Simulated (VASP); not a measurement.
Crystal: InSe.

```
In Se
1.0
     2.00000    1.15470    8.44000
    -2.00000    1.15470    8.44000
     0.00000   -2.30940    8.44000
In Se
2 2
Direct
  0.88860 0.88860 0.88860
  0.00000 0.00000 0.00000
  0.17190 0.17190 0.17190
  0.38350 0.38350 0.38350
```

Base run:

- Program: VASP 6.6.1
- Functional: LDA
- Potentials or basis: VASP PAW LDA potentials, release 64 (In_d, Se)
- Cutoff: 520 eV
- k mesh: 8 × 8 × 8
- Occupations: fermi-dirac, width 0.05 eV
- Spin: no spin polarisation

Its results: band gap on the k mesh 0.23 eV; pressure -1.4 GPa; largest force 0.253 eV/Å.

**Question.** The run is repeated on the same cell with these changes: functional from LDA to RPBE; potentials or basis from VASP PAW LDA potentials, release 64 (In_d, Se) to VASP PAW PBE potentials, release 64 (In_d, Se). What comes out?

**Answer.** Band gap on the k mesh 0.56 eV; pressure 4.6 GPa; largest force 0.416 eV/Å.

Caveats: semilocal functionals underestimate gaps, and a narrow one can read as zero; spin-orbit coupling is left out, which moves the levels of the heavy elements; the cell stands under pressure (at least some runs); the PAW data sets were made with another functional, which shifts forces and pressure a little (at least some runs).

A k mesh can miss the band edges.
